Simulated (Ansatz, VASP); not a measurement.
## Ta2N in VASP and in Ansatz

The input INCAR:

```
PREC = Accurate ; ENCUT = 520
EDIFF = 1E-6 ; ISMEAR = 0
SIGMA = 0.15 ; LREAL = F
LASPH = T ; NELM = 100
ALGO = Normal ; ISIF = 2
LWAVE = F ; LCHARG = F
GGA = PS ; NBANDS = 20
```

The input KPOINTS:

```
regular mesh
0
Gamma
  18 18 10
```

The input POSCAR:

```
Ta2N
1.0
    3.2325461563      0.0000000000      0.0000000000
   -1.6162730782      2.7994670902      0.0000000000
    0.0000000000      0.0000000000      4.5820943191
Ta N
2 1
Direct
    0.6666666667      0.3333333333      0.7462554481
    0.3333333333      0.6666666667      0.2537445519
    0.0000000000      0.0000000000      0.0000000000
```

Input for Ansatz:

```yaml
crystal:
  lattice:
    - [3.2325461563, 0.0, 0.0]
    - [-1.6162730782, 2.7994670902, 0.0]
    - [0.0, 0.0, 4.5820943191]
  atoms:
    - { symbol: Ta, position: [0.6666666667, 0.3333333333, 0.7462554481] }
    - { symbol: Ta, position: [0.3333333333, 0.6666666667, 0.2537445519] }
    - { symbol: "N", position: [0.0, 0.0, 0.0] }
basis:
  ecutwfc: 420
kpoints:
  mp_grid: { grid: [18, 18, 10] }
hamiltonian:
  xc: pbesol
scf:
  occupations: { method: gaussian, width: 0.15 }
output:
  forces: true
  stress: true
  eigenvalues: true
```

Change from the starting cell: strain +0.050 along x and y, -0.050 along z, atoms carried along.

Alike in both runs: task single point; functional PBEsol; k mesh 18 × 18 × 10; occupations gaussian, width 0.15 eV; no spin polarisation.

|  | VASP | Ansatz |
| --- | --- | --- |
| version | VASP 6.6.1 | Ansatz 0.2.0 |
| potentials or method | VASP PAW PBE potentials, release 64 (Ta_pv, N), cutoff 520 eV | scalar-relativistic, plane waves, PAW |
| valence electrons in the cell | 27 | 31 |

```csv
,VASP,Ansatz,Ansatz less VASP
gap on the k mesh at the Fermi level (eV),none,none,-
pressure (GPa),-11.0,-11.4,-0.44
"traceless stress, the component that is largest in VASP (GPa)",15.49,15.58,+0.090
rms of the force components (eV/Å),0.415,0.439,+0.0239
```

VASP's potentials were made for PBE, not for PBEsol. Atom by atom the forces differ by 0.024 eV/Å (rms over components). A gap of «none» marks a metal or a gap that the smearing closes. VASP's potentials hold 27 valence electrons a cell and Ansatz's 31, so a difference there can come from the potentials and not from the codes.

Spin-orbit coupling is off throughout.
